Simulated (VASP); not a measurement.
# BP (rocksalt type) (Fm-3m) in VASP: notebook, part 2 of 2

VASP 6.6.1. Earlier steps stand in the parts before.

## (3) Single point, r2SCAN

This run uses another cell than the first one, of 10.08 Å³/atom, 1.064 times its volume.

POSCAR reads:

```
BP
1.0
    0.0000000000      2.1600173983      2.1600173983
    2.1600173983      0.0000000000      2.1600173983
    2.1600173983      2.1600173983      0.0000000000
B P
1 1
Direct
    0.0000000000      0.0000000000      0.0000000000
    0.5000000000      0.5000000000      0.5000000000
```

INCAR.step1 reads:

```
PREC = Accurate ; ENCUT = 520
ISMEAR = -1 ; SIGMA = 0.1
LREAL = F ; LASPH = T
NELM = 60 ; NBANDS = 11
GGA = PE ; ALGO = Normal
EDIFF = 1E-4 ; LWAVE = T
LCHARG = F
```

INCAR.step2 reads:

```
PREC = Accurate ; ENCUT = 520
EDIFF = 1E-6 ; ISMEAR = -1
SIGMA = 0.1 ; LREAL = F
LASPH = T ; NELM = 60
ALGO = Normal ; ISIF = 2
LWAVE = F ; LCHARG = T
METAGGA = R2SCAN ; LMIXTAU = T
LELF = T ; LVHAR = T
NBANDS = 11 ; ISTART = 1
```

KPOINTS reads:

```
Automatic mesh
0
Gamma
  17 17 17
```

Potentials or basis: VASP PAW PBE potentials, release 64 (B, P).

Started as:

```bash
> cat potpaw_PBE.64/B/POTCAR potpaw_PBE.64/P/POTCAR > POTCAR
> cp INCAR.step1 INCAR
> mpirun -np 1 vasp_std > vasp.out
> cp INCAR.step2 INCAR
> mpirun -np 1 vasp_std > vasp.out
```

OUTCAR:

```text
PREC = Accurate
   ENCUT = 520
   EDIFF = 1E-6
   ISMEAR = -1
   LREAL = F
   LASPH = T
   NELM = 60
   ISIF = 2
   METAGGA = R2SCAN
   ISTART = 1

 ion  position               nearest neighbor table
   1  0.000  0.000  0.000-   2 2.16   2 2.16   2 2.16   2 2.16   2 2.16   2 2.16
   2  0.500  0.500  0.500-   1 2.16   1 2.16   1 2.16   1 2.16   1 2.16   1 2.16

  LATTYP: Found a face centered cubic cell.
 ALAT       =     4.3200347966

  Lattice vectors:

[... 523 lines left out ...]

  FORCE on cell =-STRESS in cart. coord.  units (eV):
  Direction    XX          YY          ZZ          XY          YZ          ZX
  --------------------------------------------------------------------------------------
  -------------------------------------------------------------------------------------
  Total       -0.0466376     -0.0466376     -0.0466376      0.0000000      0.0000000      0.0000000
  in kB       -3.7071943     -3.7071943     -3.7071943      0.0000000      0.0000000      0.0000000
  external PRESSURE =      -3.7071943 kB  Pullay stress =       0.0000000 kB

 VOLUME and BASIS-vectors are now :
 -----------------------------------------------------------------------------
  energy-cutoff  :      520.00
  volume of cell :       20.16
      direct lattice vectors                 reciprocal lattice vectors
     0.000000000  2.160017398  2.160017398    -0.231479617  0.231479617  0.231479617
     2.160017398  0.000000000  2.160017398     0.231479617 -0.231479617  0.231479617
     2.160017398  2.160017398  0.000000000     0.231479617  0.231479617 -0.231479617

 POSITION                                       TOTAL-FORCE (eV/Angst)
 -----------------------------------------------------------------------------------
      0.00000      0.00000      0.00000         0.000000     -0.000000     -0.000000
      2.16002      2.16002      2.16002        -0.000000      0.000000      0.000000
 -----------------------------------------------------------------------------------
    total drift:                                0.000000     -0.000000     -0.000000

  FREE ENERGIE OF THE ION-ELECTRON SYSTEM (eV)
  ---------------------------------------------------
  free  energy   TOTEN  =       -14.8721007508 eV

  energy  without entropy=      -14.8481787001  energy(sigma->0) =      -14.86013973
```

OUTCAR.step1:

```text
PREC = Accurate
   ENCUT = 520
   ISMEAR = -1
   LREAL = F
   LASPH = T
   NELM = 60
[... 554 lines left out ...]
 -----------------------------------------------------------------------------------
      0.00000      0.00000      0.00000        -0.000000      0.000000      0.000000
      2.16002      2.16002      2.16002         0.000000     -0.000000      0.000000
 -----------------------------------------------------------------------------------
    total drift:                                0.000000     -0.000000     -0.000000

  FREE ENERGIE OF THE ION-ELECTRON SYSTEM (eV)
  ---------------------------------------------------
  free  energy   TOTEN  =       -10.8132697618 eV

  energy  without entropy=      -10.7876384319  energy(sigma->0) =      -10.80045410
```

OSZICAR.step1:

```text
N       E                     dE             d eps       ncg     rms          rms(c)
DAV:   1     0.949379714923E+01    0.94938E+01   -0.40901E+03  3638   0.670E+02
DAV:   2    -0.104460404090E+02   -0.19940E+02   -0.19017E+02  4793   0.108E+02
DAV:   3    -0.110144743331E+02   -0.56843E+00   -0.56093E+00  4504   0.151E+01
DAV:   4    -0.110163431672E+02   -0.18688E-02   -0.18682E-02  4256   0.959E-01
DAV:   5    -0.110163485067E+02   -0.53395E-05   -0.53399E-05  4317   0.501E-02    0.624E+00
DAV:   6    -0.108162030883E+02    0.20015E+00   -0.67922E-01  4009   0.325E+00    0.337E+00
DAV:   7    -0.108126046320E+02    0.35985E-02   -0.60154E-02  4516   0.131E+00    0.128E+00
DAV:   8    -0.108131592903E+02   -0.55466E-03   -0.26619E-03  3964   0.307E-01    0.157E-01
DAV:   9    -0.108132593631E+02   -0.10007E-03   -0.16898E-04  3570   0.843E-02    0.462E-02
DAV:  10    -0.108132697618E+02   -0.10399E-04   -0.13587E-05  2031   0.277E-02
   1 F= -.10813270E+02 E0= -.10800454E+02  d E =-.256313E-01
```

Wall time 73 s (1 thread of Intel Xeon 6975P-C, shared host); peak memory 0.16 GiB.

What came out:

```yaml
Free_energy: -14.8721 eV
Pressure: -0.4 GPa
Band_gap_on_the_k_mesh: zero (band 4 reaches 11.38 eV, above the bottom of band 5 at 6.70 eV)
```

Caveat: the PAW data sets were made with another functional, which shifts forces and pressure a little.

## (4) Relaxation of cell and atoms, r2SCAN

This run uses another cell than the first one, of 10.00 Å³/atom, 1.056 times its volume.

POSCAR reads:

```
BP
1.0
    0.0000000000      2.1544346900      2.1544346900
    2.1544346900      0.0000000000      2.1544346900
    2.1544346900      2.1544346900      0.0000000000
B P
1 1
Direct
    0.0000000000      0.0000000000      0.0000000000
    0.5000000000      0.5000000000      0.5000000000
```

INCAR.step1 reads:

```
PREC = Accurate ; ENCUT = 600
ISMEAR = -1 ; SIGMA = 0.1
LREAL = False ; LASPH = True
NELM = 80 ; GGA = PE
ALGO = Normal ; EDIFF = 1E-4
LWAVE = True ; LCHARG = False
```

INCAR.step2 reads:

```
PREC = Accurate ; ENCUT = 600
EDIFF = 1E-6 ; ISMEAR = -1
SIGMA = 0.1 ; LREAL = False
LASPH = True ; NELM = 80
ALGO = Normal ; ISIF = 3
LWAVE = False ; LCHARG = False
METAGGA = R2SCAN ; LMIXTAU = True
IBRION = 2 ; NSW = 60
EDIFFG = -0.005 ; ISTART = 1
```

KPOINTS reads:

```
regular mesh
0
Gamma
  17 17 17
```

Started as:

```bash
> cat potpaw_PBE.64/B/POTCAR potpaw_PBE.64/P/POTCAR > POTCAR
> cp INCAR.step1 INCAR
> mpirun -np 1 vasp_std > vasp.out
> cp INCAR.step2 INCAR
> mpirun -np 1 vasp_std > vasp.out
```

Run time: 2 min. Hardware: 1 thread of Intel Xeon 6975P-C, shared host; peak memory 0.16 GiB.

The run converged. Its results:

```yaml
Free_energy: -14.8736 eV
Relaxed_volume: 10.05 Å³/atom
Relaxed_cell: a = 3.052 Å, b = 3.052 Å, c = 3.052 Å, α = 60.00°, β = 60.00°, γ = 60.00°
Space_group_after_relaxing_to_0.05_Å: Fm-3m (No. 225)
Energy_gained_by_relaxing: 0.1 meV/atom
Ionic_steps: 3
Pressure_after_relaxing: 0.1 GPa
Band_gap_on_the_k_mesh: zero (band 4 reaches 11.41 eV, above the bottom of band 5 at 6.74 eV)
```

Step by step:
```tsv
step	energy change (eV)	largest force (eV/Å)	pressure (GPa)	volume (Å³)
1	0.0000	0.0000	0.88	20.00
2	-0.0002	0.0000	-0.39	20.16
3	-0.0003	0.0000	0.06	20.11
```

Final structure:
```yaml
crystal:
  lattice:
    - [0.00000, 2.15833, 2.15833]
    - [2.15833, 0.00000, 2.15833]
    - [2.15833, 2.15833, 0.00000]
  atoms:
    - { symbol: B, position: [0.00000, 0.00000, 0.00000] }
    - { symbol: P, position: [0.50000, 0.50000, 0.50000] }
```

Levels at points of the mesh, in eV from the Fermi level:
```tsv
k point	band 2	band 3	band 4	band 5	band 6	band 7
(0.00, 0.00, 0.00)	0.00	0.00	0.00	7.09	8.34	8.34
```

Caveat: the PAW data sets were made with another functional, which shifts forces and pressure a little.

## (5) Overview

```csv
task,cell,cutoff (eV),gap on the mesh (eV),pressure (GPa)
single point,"a = 2.992 Å, angles 60.0°, 2 atoms",520,none,10.6
single point,"a = 3.055 Å, angles 60.0°, 2 atoms",520,none,-0.4
relaxation of cell and atoms,"relaxed from a = 3.047 Å, angles 60.0°, 2 atoms",600,none,0.1
```

Alike in all rows: level r2SCAN; potentials or basis VASP PAW PBE potentials, release 64 (B, P); no spin polarisation; k mesh 17 × 17 × 17; smearing fermi-dirac 0.1 eV.

Caveats: the PAW data sets were made with another functional, which shifts forces and pressure a little.

Total energies depend on the potentials used, so only differences within one code and one set of settings carry meaning.
